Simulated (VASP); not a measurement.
A run of VASP 6.6.1:

Contents of POSCAR:

```
Ag
1.0
    2.7585109773      0.0000000000      0.0000000000
   -1.3792554887      2.3889405830      0.0000000000
    0.0000000000      0.0000000000      4.8665424870
Ag
2
Direct
    0.3333333333      0.6666666667      0.2500000000
    0.6666666667      0.3333333333      0.7500000000
```

The input INCAR.step1:

```
  PREC = Accurate
  ENCUT = 520
  ISMEAR = 0
  SIGMA = 0.15
  LREAL = F
  LASPH = T
  NELM = 60
  NBANDS = 18
  GGA = PE
  ALGO = Normal
  EDIFF = 1E-4
  LWAVE = T
  LCHARG = F
```

INCAR.step2

```
  PREC = Accurate
  ENCUT = 520
  EDIFF = 1E-6
  ISMEAR = 0
  SIGMA = 0.15
  LREAL = F
  LASPH = T
  NELM = 60
  ALGO = Normal
  ISIF = 2
  LWAVE = F
  LCHARG = T
  METAGGA = R2SCAN
  LMIXTAU = T
  LELF = T
  LVHAR = T
  NBANDS = 18
  ISTART = 1
```

File KPOINTS:

```
regular mesh
0
Gamma
  24 24 14
```

Potentials or basis: VASP PAW PBE potentials, release 64 (Ag).

Command:

```sh
$ cat potpaw_PBE.64/Ag/POTCAR > POTCAR
$ cp INCAR.step1 INCAR
$ mpirun -np 1 vasp_std > vasp.out
$ cp INCAR.step2 INCAR
$ mpirun -np 1 vasp_std > vasp.out
```

Hardware: 1 thread of Intel Xeon 6975P-C, on a shared host.

How long does it take, and how much memory?

It took 10 min on 1 thread of Intel Xeon 6975P-C, with other jobs on the host, peak memory 0.35 GiB. Counts: k points 488.
